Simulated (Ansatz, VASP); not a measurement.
**Ti in VASP and in Ansatz**

The input INCAR:

```
SYSTEM = Ti
PREC = Accurate
ENCUT = 520
EDIFF = 1E-7
ISMEAR = 0
SIGMA = 0.15
LREAL = .FALSE.
LASPH = .TRUE.
NELM = 80
ALGO = Fast
ISIF = 2
LWAVE = .FALSE.
LCHARG = .FALSE.
GGA = PS
NBANDS = 12
```

Contents of KPOINTS:

```
regular mesh
0
G
  10 10 10
  0 0 0
```

Contents of POSCAR:

```
Ti
1.0
    0.0000000000      2.0300000000      2.0909000000
    2.0300000000      0.0000000000      2.0909000000
    2.0300000000      2.0300000000      0.0000000000
Ti
1
Direct
    0.0000000000      0.0000000000      0.0000000000
```

Input for Ansatz:

```yaml
crystal:
  lattice:
    - [0.0, 2.03, 2.0909]
    - [2.03, 0.0, 2.0909]
    - [2.03, 2.03, 0.0]
  atoms:
    - { symbol: Ti, position: [0.0, 0.0, 0.0] }
basis:
  ecutwfc: 420
kpoints:
  mp_grid: { grid: [10, 10, 10] }
hamiltonian:
  xc: pbesol
scf:
  occupations: { method: gaussian, width: 0.15 }
output:
  forces: true
  stress: true
  eigenvalues: true
```

Change from the starting cell: strain +0.000 along x and y, +0.030 along z, atoms carried along.

Alike in both runs: task single point; functional PBEsol; k mesh 10 × 10 × 10; occupations gaussian, width 0.15 eV; no spin polarisation.

|  | VASP | Ansatz |
| --- | --- | --- |
| version | VASP 6.6.1 | Ansatz 0.2.0 |
| potentials or method | VASP PAW PBE potentials, release 64 (Ti_sv), cutoff 520 eV | scalar-relativistic, plane waves, PAW |
| valence electrons in the cell | 12 | 12 |

```tsv
	VASP	Ansatz	Ansatz less VASP
gap on the k mesh at the Fermi level (eV)	none	none	-
pressure (GPa)	-3.8	-3.5	+0.24
traceless stress, the component that is largest in VASP (GPa)	-0.74	-0.74	+0.002
```

VASP's potentials were made for PBE, not for PBEsol. A gap of «none» marks a metal or a gap that the smearing closes. The functional is the same, so the differences come from potentials, cutoffs and numerics.
